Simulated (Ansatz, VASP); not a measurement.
One calculation of Yb, two programs

```
CELL_PARAMETERS angstrom
0.00000 2.61159 2.61159
2.61159 0.00000 2.61159
2.61159 2.61159 0.00000
ATOMIC_POSITIONS crystal
Yb 0.00000 0.00000 0.00000
```

Alike in both runs: functional PBE; k mesh 13 × 13 × 13; occupations fermi-dirac, width 0.08 eV; no spin polarisation.

Ansatz relaxed the structure, and its values are those at the end. VASP's run is a single point on that final structure, the one shown.

|  | VASP | Ansatz |
| --- | --- | --- |
| version | VASP 6.6.1 | Ansatz 0.2.0 |
| potentials or method | VASP PAW PBE potentials, release 64 (Yb) | PAW with Ansatz's default frozen-core files, scalar-relativistic |
| plane-wave cutoff (eV) | 520 | 420 |
| valence electrons in the cell | 24 | 24 |

Ansatz gave:

- pressure (GPa): 0.0

Task: What did VASP give for the same quantities?

Result: Pressure (GPa): -0.7.

The functional is the same, so the differences come from potentials, cutoffs and numerics.

Neither program's run includes spin-orbit coupling.
